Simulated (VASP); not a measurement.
# Au (Im-3m) in VASP: a series of runs

Au is run at these levels: r2SCAN; tasks: single point.

Everything below comes from runs of VASP 6.6.1. Logs are shortened: lines on timing, memory, paths and dates and some standing lists are left out, and cuts for length are marked.

## (1) The cell of the first run

The structure is cubic, space group Im-3m (No. 229). Conventional cell: a = 3.315 Å, b = 3.315 Å, c = 3.315 Å, α = 90.00°, β = 90.00°, γ = 90.00°. Au (site symmetry m-3m) has 14 Au at 2.87 to 3.31 Å within 3.8 Å.

## (2) Single point, r2SCAN

POSCAR reads:

```
Au
1.0
   -1.6572690000      1.6572690000      1.6572690000
    1.6572690000     -1.6572690000      1.6572690000
    1.6572690000      1.6572690000     -1.6572690000
Au
1
Direct
    0.0000000000      0.0000000000      0.0000000000
```

INCAR.step1 reads:

```
SYSTEM = Au
PREC = Accurate
ENCUT = 520
ISMEAR = 0
SIGMA = 0.15
LREAL = .False.
LASPH = .True.
NELM = 80
NBANDS = 12
GGA = PE
ALGO = Normal
EDIFF = 1E-4
LWAVE = .True.
LCHARG = .False.
```

INCAR.step2 reads:

```
SYSTEM = Au
PREC = Accurate
ENCUT = 520
EDIFF = 1E-6
ISMEAR = 0
SIGMA = 0.15
LREAL = .False.
LASPH = .True.
NELM = 80
ALGO = Normal
ISIF = 2
LWAVE = .False.
LCHARG = .True.
METAGGA = R2SCAN
LMIXTAU = .True.
LELF = .True.
LVHAR = .True.
NBANDS = 12
ISTART = 1
```

KPOINTS reads:

```
regular mesh
0
Gamma
  20 20 20
  0 0 0
```

Potentials or basis: VASP PAW PBE potentials, release 64 (Au).

Command:

```
$ cat potpaw_PBE.64/Au/POTCAR > POTCAR
$ cp INCAR.step1 INCAR
$ mpirun -np 1 vasp_std > vasp.out
$ cp INCAR.step2 INCAR
$ mpirun -np 1 vasp_std > vasp.out
```

OUTCAR:

```text
SYSTEM = Au
   PREC = Accurate
   ENCUT = 520
   EDIFF = 1E-6
   ISMEAR = 0
   LREAL = .False.
   LASPH = .True.
   NELM = 80
   ISIF = 2
   METAGGA = R2SCAN
   ISTART = 1

 ion  position               nearest neighbor table
   1  0.000  0.000  0.000-

  LATTYP: Found a body centered cubic cell.
 ALAT       =     3.3145380000

  Lattice vectors:

 A1 = (  -1.6572690000,   1.6572690000,   1.6572690000)
 A2 = (   1.6572690000,  -1.6572690000,   1.6572690000)
 A3 = (   1.6572690000,   1.6572690000,  -1.6572690000)

Analysis of symmetry for initial positions (statically):
=====================================================================
 Subroutine PRICEL returns:
 Original cell was already a primitive cell.

 Routine SETGRP: Setting up the symmetry group for a
 body centered cubic supercell.

 Subroutine GETGRP returns: Found 48 space group operations
 (whereof 48 operations were pure point group operations)
 out of a pool of 48 trial point group operations.

The static configuration has the point symmetry O_h .

Analysis of symmetry for dynamics (positions and initial velocities):
=====================================================================
 Subroutine PRICEL returns:
 Original cell was already a primitive cell.

 Routine SETGRP: Setting up the symmetry group for a
 body centered cubic supercell.

 Subroutine GETGRP returns: Found 48 space group operations
 (whereof 48 operations were pure point group operations)
 out of a pool of 48 trial point group operations.

The dynamic configuration has the point symmetry O_h .

 Subroutine INISYM returns: Found 48 space group operations
 (whereof 48 operations are pure point group operations),
 and found     1 'primitive' translations

----------------------------------------------------------------------------------------

                                     Primitive cell

  volume of cell :      18.2070

  direct lattice vectors                    reciprocal lattice vectors
    -1.657269000  1.657269000  1.657269000     0.000000000  0.301701172  0.301701172
     1.657269000 -1.657269000  1.657269000     0.301701172  0.000000000  0.301701172
     1.657269000  1.657269000 -1.657269000     0.301701172  0.301701172  0.000000000

  length of vectors
     2.870474110  2.870474110  2.870474110     0.426669890  0.426669890  0.426669890

  position of ions in fractional coordinates (direct lattice)
     0.000000000  0.000000000  0.000000000

  ion indices of the primitive-cell ions
   primitive index   ion index
                 1           1

----------------------------------------------------------------------------------------

 KPOINTS: regular mesh

Automatic generation of k-mesh.
 Grid dimensions read from file:
 generate k-points for:   20   20   20

 Generating k-lattice:

  Cartesian coordinates                     Fractional coordinates (reciprocal lattice)
     0.000000000  0.015085059  0.015085059     0.050000000  0.000000000  0.000000000
     0.015085059  0.000000000  0.015085059     0.000000000  0.050000000  0.000000000
     0.015085059  0.015085059  0.000000000     0.000000000  0.000000000  0.050000000

  Length of vectors
     0.021333494  0.021333494  0.021333494

  Shift w.r.t. Gamma in fractional coordinates (k-lattice)
     0.000000000  0.000000000  0.000000000

 Subroutine IBZKPT returns following result:
 ===========================================

 Found    256 irreducible k-points:

 Following reciprocal coordinates:
            Coordinates               Weight
  0.000000  0.000000  0.000000      1.000000
  0.050000  0.000000  0.000000     12.000000
  0.100000  0.000000  0.000000     12.000000
  0.150000  0.000000  0.000000     12.000000
  0.200000  0.000000  0.000000     12.000000
  0.250000  0.000000  0.000000     12.000000
[... 16 lines left out ...]
  0.200000  0.100000  0.000000     48.000000
  0.250000  0.100000  0.000000     48.000000
 [... further k-points ...]
   k-points           NKPTS =    256   k-points in BZ     NKDIM =    256   number of bands    NBANDS=     12
   number of dos      NEDOS =    301   number of ions     NIONS =      1
   total plane-waves  NPLWV =  13824
   dimension x,y,z NGX =    24 NGY =   24 NGZ =   24
   dimension x,y,z NGXF=    48 NGYF=   48 NGZF=   48
   ions per type =               1
   NGX,Y,Z   is equivalent  to a cutoff of  13.90, 13.90, 13.90 a.u.
   NGXF,Y,Z  is equivalent  to a cutoff of  27.80, 27.80, 27.80 a.u.
 SYSTEM =  Au
   PREC   = accura    normal or accurate (medium, high low for compatibility)
   ISTART =      1    job   : 0-new  1-cont  2-samecut
   ICHARG =      0    charge: 1-file 2-atom 10-const
   ISPIN  =      1    spin polarized calculation?
   LNONCOLLINEAR =      F non collinear calculations
   LSORBIT =      F    spin-orbit coupling
   LASPH  =      T    aspherical Exc in radial PAW
   ENCUT  =  520.0 eV  38.22 Ry    6.18 a.u.   5.34  5.34  5.34*2*pi/ulx,y,z
   NELM   =     80;   NELMIN=  2; NELMDL=  0     # of ELM steps
   EDIFF  = 0.1E-05   stopping-criterion for ELM
   LREAL  =      F    real-space projection
   EDIFFG = 0.1E-04   stopping-criterion for IOM
   NSW    =      0    number of steps for IOM
   IBRION =     -1    ionic relax: 0-MD 1-quasi-New 2-CG
   NFREE  =      0    steps in history (QN), initial steepest desc. (CG)
   ISIF   =      2    stress and relaxation
   ISYM   =      2    0-nonsym 1-usesym 2-fastsym
   POTIM  = 0.5000    time-step for ionic-motion
   TEBEG  =    0.0;   TEEND  =   0.0 temperature during run
   PSTRESS=    0.0 pullay stress
   NELECT =      11.0000    total number of electrons
   NUPDOWN=      -1.0000    fix difference up-down
   EMIN   =  10.00;   EMAX   =-10.00  energy-range for DOS
   EFERMI =   0.00;   METHOD = LEGACY
   ISMEAR =     0;   SIGMA  =   0.15  broadening in eV -4-tet -1-fermi 0-gaus
   EFERMI_NEDOS =   21; number of points for ismear=-14 and -15
   IALGO  =     38    algorithm
   IMIX   =      4    mixing-type and parameters
     AMIX     =   0.40;   BMIX     =  1.00
     AMIX_MAG =   1.60;   BMIX_MAG =  1.00
  volume/ion in A,a.u.               =      18.21       122.87
  Fermi-wavevector in a.u.,A,eV,Ry     =   1.383968  2.615320 26.060157  1.915367
  Thomas-Fermi vector in A             =   2.508516
   LORBIT       =      0    0 simple, 1 ext, 2 COOP (PROOUT), +10 PAW based schemes
   METAGGA = R2SCAN    functional components
   LHFCALC =     F    Hartree Fock is set to
   AEXX    =    0.0000 exact exchange contribution
   IVDW    =     0    specifies the selected vdW correction
   LEPSILON=     F    determine dielectric tensor
   LRPA    =     F    only Hartree local field effects (RPA)
 non-spin polarized calculation
 Gauss-broadening in eV      SIGMA  =   0.15
  energy-cutoff  :      520.00
  volume of cell :       18.21
 maximum number of plane-waves:       502
 NGX is ok and might be reduce to    24

 number of electron      10.9999998 magnetization

 Free energy of the ion-electron system (eV)
  ---------------------------------------------------
  ext. energy  EPLUGINS =         0.00000000
  ---------------------------------------------------
  free energy    TOTEN  =       -50.56793082 eV

  energy without entropy =      -50.56466785  energy(sigma->0) =      -50.56629934

 E-fermi :   8.3521     XC(G=0): -13.1591

 val. band max:        8.3248157778   @ k =  -0.4500   0.4500   0.1000
 cond. band min:       8.4076025230   @ k =   0.5000   0.5000   0.0500
 fundamental gap:      0.0827867452
 Fermi energy:         8.3521110998

 k-point     1 :       0.0000    0.0000    0.0000
  band No.  band energies     occupation
      1      -1.0993      2.00000
      2       3.4854      2.00000
      3       3.4854      2.00000
      4       3.4854      2.00000
      5       5.2645      2.00000
      6       5.2645      2.00000
      7      25.6628      0.00000
      8      25.6628      0.00000
      9      25.6628      0.00000
     10      32.3097      0.00000
     11      32.3097      0.00000
     12      32.3097      0.00000

 k-point     2 :       0.0500    0.0000    0.0000
  band No.  band energies     occupation
      1      -1.0088      2.00000
      2       3.4585      2.00000
      3       3.4890      2.00000
      4       3.5468      2.00000
      5       5.2323      2.00000
      6       5.2661      2.00000
      7      25.6281      0.00000
      8      25.6819      0.00000
      9      25.7709      0.00000
     10      31.2847      0.00000
     11      31.3110      0.00000
     12      31.9635      0.00000

 k-point     3 :       0.1000    0.0000    0.0000
  band No.  band energies     occupation
      1      -0.7427      2.00000
      2       3.3814      2.00000
      3       3.4984      2.00000
      4       3.7285      2.00000
      5       5.1495      2.00000
      6       5.2715      2.00000
      7      25.3667      0.00000
      8      25.6619      0.00000
      9      26.0874      0.00000
     10      29.6963      0.00000
     11      30.1681      0.00000
     12      31.0336      0.00000
[... 286 lines left out ...]
 k-point    23 :       0.2000    0.1000    0.0000
  band No.  band energies     occupation
      1       0.9870      2.00000
      2       3.0152      2.00000
      3       3.4388      2.00000
      4       4.8905      2.00000
      5       5.2116      2.00000
      6       5.4120      2.00000
      7      20.5043      0.00000
      8      23.0410      0.00000
      9      25.1181      0.00000
     10      27.6333      0.00000
     11      30.5101      0.00000
     12      31.3305      0.00000

 k-point    24 :       0.2500    0.1000    0.0000
  band No.  band energies     occupation
      1       1.3912      2.00000
      2       2.8682      2.00000
      3       3.7428      2.00000
      4       4.9367      2.00000
      5       5.4031      2.00000
      6       5.8815      2.00000
      7      18.3156      0.00000
      8      22.2718      0.00000
      9      24.1353      0.00000
     10      28.3100      0.00000
     11      30.9679      0.00000
     12      31.7030      0.00000

 [... further k-points ...]

------------------------ aborting loop because EDIFF is reached ----------------------------------------

  FORCE on cell =-STRESS in cart. coord.  units (eV):
  Direction    XX          YY          ZZ          XY          YZ          ZX
  --------------------------------------------------------------------------------------
  -------------------------------------------------------------------------------------
  Total       -0.5151555     -0.5151555     -0.5151555     -0.0000000      0.0000000      0.0000000
  in kB      -45.3325237    -45.3325237    -45.3325237     -0.0000000      0.0000000      0.0000000
  external PRESSURE =     -45.3325237 kB  Pullay stress =       0.0000000 kB

 VOLUME and BASIS-vectors are now :
 -----------------------------------------------------------------------------
  energy-cutoff  :      520.00
  volume of cell :       18.21
      direct lattice vectors                 reciprocal lattice vectors
    -1.657269000  1.657269000  1.657269000     0.000000000  0.301701172  0.301701172
     1.657269000 -1.657269000  1.657269000     0.301701172  0.000000000  0.301701172
     1.657269000  1.657269000 -1.657269000     0.301701172  0.301701172  0.000000000

 POSITION                                       TOTAL-FORCE (eV/Angst)
 -----------------------------------------------------------------------------------
      0.00000      0.00000      0.00000        -0.000000      0.000000     -0.000000
 -----------------------------------------------------------------------------------
    total drift:                               -0.000000      0.000000      0.000000

  FREE ENERGIE OF THE ION-ELECTRON SYSTEM (eV)
  ---------------------------------------------------
  free  energy   TOTEN  =       -50.5679308213 eV

  energy  without entropy=      -50.5646678524  energy(sigma->0) =      -50.56629934
```

Wall time 2.2 min (1 thread of AMD EPYC 9R45 (Zen 5), shared host); peak memory 0.15 GiB.

Results:

```yaml
Free_energy: -50.5679 eV
Pressure: -4.5 GPa
```

Caveat: the PAW data sets were made with another functional, which shifts forces and pressure a little; spin-orbit coupling is left out, which moves the levels of the heavy elements.

## (3) Single point, r2SCAN

POSCAR is that of step 2.

INCAR.step1 reads:

```
PREC = Accurate
ENCUT = 520
ISMEAR = 0
SIGMA = 0.15
LREAL = False
LASPH = True
NELM = 60
NBANDS = 12
GGA = PE
ALGO = Normal
EDIFF = 1E-4
LWAVE = True
LCHARG = False
```

INCAR.step2 reads:

```
PREC = Accurate
ENCUT = 520
EDIFF = 1E-6
ISMEAR = 0
SIGMA = 0.15
LREAL = False
LASPH = True
NELM = 60
ALGO = Normal
ISIF = 2
LWAVE = False
LCHARG = False
METAGGA = R2SCAN
LMIXTAU = True
NBANDS = 12
ISTART = 1
```

KPOINTS reads:

```
regular mesh
0
Gamma
  22 22 22
```

Potentials or basis: VASP PAW PBE potentials, release 64 (Au).

Command:

```
$ cat potpaw_PBE.64/Au/POTCAR > POTCAR
$ cp INCAR.step1 INCAR
$ mpirun -np 1 vasp_std > vasp.out
$ cp INCAR.step2 INCAR
$ mpirun -np 1 vasp_std > vasp.out
```

It took 3.8 min on 1 thread of AMD EPYC 9R45 (Zen 5), shared host; peak memory 0.16 GiB.

Results (log left out):

```yaml
Free_energy: -50.5685 eV
Pressure: -4.5 GPa
```

Levels at points of the mesh, in eV from the Fermi level:
```tsv
k point	band 3	band 4	band 5	band 6	band 7	band 8
(0.00, 0.00, 0.00)	-4.85	-4.85	-3.07	-3.07	17.32	17.32
(0.50, 0.00, 0.00)	-3.21	-2.91	-1.64	-0.24	3.24	12.97
(0.50, 0.50, 0.50)	-1.99	-1.99	-1.99	6.51	6.51	6.51
```

Caveat: the PAW data sets were made with another functional, which shifts forces and pressure a little; spin-orbit coupling is left out, which moves the levels of the heavy elements.

## (4) Single point, r2SCAN

This run uses another cell than the first one: it holds 2 atoms, not 1.

POSCAR reads:

```
Au
1.0
    0.0000000000     -3.3145380000      0.0000000000
   -3.3145380000      0.0000000000      0.0000000000
    0.0000000000      0.0000000000     -3.3145380000
Au
2
Direct
    0.5000000000      0.5000000000      0.5000000000
    0.0000000000      0.0000000000      0.0000000000
```

INCAR.step1 reads:

```
ALGO     = Normal         # electronic algorithm
EDIFF    = 1E-4           # SCF threshold, eV
ENCUT    = 520            # plane-wave cutoff, eV
GGA      = PE             # functional
ISMEAR   = 0              # smearing method
LASPH    = T              # aspherical terms in the spheres
LCHARG   = F              # write CHGCAR
LREAL    = F              # projectors in reciprocal space
LWAVE    = T              # write WAVECAR
NBANDS   = 18             # bands
NELM     = 80             # most SCF steps
PREC     = Accurate       # precision mode
SIGMA    = 0.15           # smearing width, eV
```

INCAR.step2 reads:

```
ALGO     = Normal         # electronic algorithm
EDIFF    = 1E-6           # SCF threshold, eV
ENCUT    = 520            # plane-wave cutoff, eV
ISIF     = 2              # what is computed and relaxed
ISMEAR   = 0              # smearing method
ISTART   = 1            
LASPH    = T              # aspherical terms in the spheres
LCHARG   = F              # write CHGCAR
LMIXTAU  = T            
LREAL    = F              # projectors in reciprocal space
LWAVE    = F              # write WAVECAR
METAGGA  = R2SCAN         # meta-GGA
NBANDS   = 18             # bands
NELM     = 80             # most SCF steps
PREC     = Accurate       # precision mode
SIGMA    = 0.15           # smearing width, eV
```

KPOINTS reads:

```
k-points
0
Gamma
  14 14 14
```

Command:

```
$ cat potpaw_PBE.64/Au/POTCAR > POTCAR
$ cp INCAR.step1 INCAR
$ mpirun -np 1 vasp_std > vasp.out
$ cp INCAR.step2 INCAR
$ mpirun -np 1 vasp_std > vasp.out
```

Wall time 4.5 min (1 thread of AMD EPYC 7R43 (Zen 3), shared host); peak memory 0.17 GiB.

Results (log left out):

- Free energy: -101.1381 eV
- Pressure: -4.4 GPa
- Band gap on the k mesh: zero (band 11 reaches 11.25 eV, above the bottom of band 12 at 6.25 eV)

Levels at points of the mesh, in eV from the Fermi level:
```
           k point  band 9  band 10  band 11  band 12  band 13  band 14
(0.00, 0.00, 0.00)   -1.99    -1.99    -1.99     6.52     6.52     6.52
(0.50, 0.00, 0.00)   -3.52    -3.52    -2.09    -2.09    12.80    12.80
(0.50, 0.50, 0.00)   -1.63    -1.63    -0.24    -0.24     3.24     3.24
(0.50, 0.50, 0.50)   -2.87    -2.87     2.75     2.75     7.25     7.25
```

Caveat: the PAW data sets were made with another functional, which shifts forces and pressure a little; spin-orbit coupling is left out, which moves the levels of the heavy elements.

## (5) Overview

| cell | k mesh | gap on the mesh (eV) | pressure (GPa) |
| --- | --- | --- | --- |
| a = 2.870 Å, angles 109.5°, 1 atom | 20 × 20 × 20 | none | -4.5 |
| a = 2.870 Å, angles 109.5°, 1 atom | 22 × 22 × 22 | none | -4.5 |
| a = 3.315 Å, 2 atoms | 14 × 14 × 14 | none | -4.4 |

Alike in all rows: task single point; level r2SCAN; potentials or basis VASP PAW PBE potentials, release 64 (Au); no spin polarisation; cutoff (eV) 520; smearing gaussian 0.15 eV.

Caveats: the PAW data sets were made with another functional, which shifts forces and pressure a little; spin-orbit coupling is left out, which moves the levels of the heavy elements.

Total energies depend on the potentials used, so only differences within one code and one set of settings carry meaning.
